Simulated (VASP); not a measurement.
A run of VASP 6.6.1 is set up as follows.

Contents of INCAR:

```
SYSTEM = P
PREC = Accurate ; ENCUT = 520
EDIFF = 1E-7 ; ISMEAR = -1
SIGMA = 0.13605693000000002 ; LREAL = .False.
LASPH = .True. ; NELM = 100
ALGO = Normal ; ISIF = 2
LWAVE = .False. ; LCHARG = .True.
GGA = PE ; LELF = .True.
LVHAR = .True. ; NBANDS = 8
```

KPOINTS

```
Automatic mesh
0
Gamma
  13 13 13
  0 0 0
```

The input POSCAR:

```
P
1.0
    2.4452636526      0.0000000000      0.0000000000
    0.0000000000      2.4452636526      0.0000000000
    0.0000000000      0.0000000000      2.4452636526
P
1
Direct
    0.0000000000      0.0000000000      0.0000000000
```

Potentials or basis: VASP PAW PBE potentials, release 64 (P).

The run is started by

```sh
$ cat potpaw_PBE.64/P/POTCAR > POTCAR
$ mpirun -np 1 vasp_std > vasp.out
```

(1) Estimate the pressure.

## Answers

(1) 0.0 GPa.
